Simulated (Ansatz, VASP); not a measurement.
## One calculation of HfN, two programs

The input INCAR:

```
SYSTEM = HfN
  PREC = Accurate
  ENCUT = 520
  EDIFF = 1E-7
  ISMEAR = 0
  SIGMA = 0.15
  LREAL = .False.
  LASPH = .True.
  NELM = 80
  ALGO = Normal
  ISIF = 2
  LWAVE = .False.
  LCHARG = .False.
  GGA = PE
  NBANDS = 14
```

The input KPOINTS:

```
regular mesh
0
Gamma
  18 18 18
  0 0 0
```

The input POSCAR:

```
HfN
1.0
    0.0000000000      2.3945400000      2.2590000000
    2.3945400000      0.0000000000      2.2590000000
    2.3945400000      2.3945400000      0.0000000000
Hf N
1 1
Direct
    0.0000000000      0.0000000000      0.0000000000
    0.5000000000      0.5000000000      0.5000000000
```

Input for Ansatz:

```yaml
crystal:
  lattice:
    - [0.0, 2.39454, 2.259]
    - [2.39454, 0.0, 2.259]
    - [2.39454, 2.39454, 0.0]
  atoms:
    - { symbol: Hf, position: [0.0, 0.0, 0.0] }
    - { symbol: "N", position: [0.5, 0.5, 0.5] }
basis:
  ecutwfc: 420
kpoints:
  mp_grid: { grid: [18, 18, 18] }
hamiltonian:
  xc: pbe
scf:
  occupations: { method: gaussian, width: 0.15 }
output:
  forces: true
  stress: true
  eigenvalues: true
  write_density: true
  write_potential: true
  elf: true
  volumetric_format: npy
```

Change from the starting cell: strain +0.0600 x Voigt [1, 1, 0, 0, 0, 0], atoms carried along.

Alike in both runs: task single point; functional PBE; k mesh 18 × 18 × 18; occupations gaussian, width 0.15 eV; no spin polarisation.

```csv
,VASP,Ansatz
version,VASP 6.6.1,Ansatz 0.2.0
potentials or method,"VASP PAW PBE potentials, release 64 (Hf_pv, N), cutoff 520 eV","scalar-relativistic, plane waves, PAW"
valence electrons in the cell,15,31
```

Ansatz gave:

```
gap on the k mesh at the Fermi level (eV)                     : none
pressure (GPa)                                                : -19.1
traceless stress, the component that is largest in VASP (GPa) : 11.96
```

Task: Estimate VASP's values.

Result: gap on the k mesh at the Fermi level (eV): none; pressure (GPa): -21.0; traceless stress, the component that is largest in VASP (GPa): 11.69.

A gap of «none» marks a metal or a gap that the smearing closes. The functional is the same, so the differences come from potentials, cutoffs and numerics. VASP's potentials hold 15 valence electrons a cell and Ansatz's 31, so a difference there can come from the potentials and not from the codes.

Neither program's run includes spin-orbit coupling.
